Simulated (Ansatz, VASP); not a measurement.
# Cd in VASP and in Ansatz

```
Cd
1.0
     2.90440    0.00000    0.00000
    -1.45220    2.51528    0.00000
     0.00000    0.00000    5.89853
Cd
2
Direct
  0.33333 0.66667 0.25000
  0.66667 0.33333 0.75000
```

Change from the starting cell: strain -0.025 along x and y, +0.050 along z, atoms carried along.

Alike in both runs: task single point; functional PBEsol; k mesh 18 × 18 × 8; occupations gaussian, width 0.15 eV; no spin polarisation.

|  | VASP | Ansatz |
| --- | --- | --- |
| version | VASP 6.6.1 | Ansatz 0.2.0 |
| potentials or method | VASP PAW PBE potentials, release 64 (Cd), cutoff 520 eV | scalar-relativistic, plane waves, PAW |
| valence electrons in the cell | 24 | 40 |

|  | VASP | Ansatz | Ansatz less VASP |
| --- | --- | --- | --- |
| gap on the k mesh at the Fermi level (eV) | none | none | - |
| pressure (GPa) | 0.6 | 0.1 | -0.44 |
| traceless stress, the component that is largest in VASP (GPa) | -2.54 | -2.31 | +0.234 |

VASP's potentials were made for PBE, not for PBEsol. A gap of «none» marks a metal or a gap that the smearing closes. VASP's potentials hold 24 valence electrons a cell and Ansatz's 40, so a difference there can come from the potentials and not from the codes.
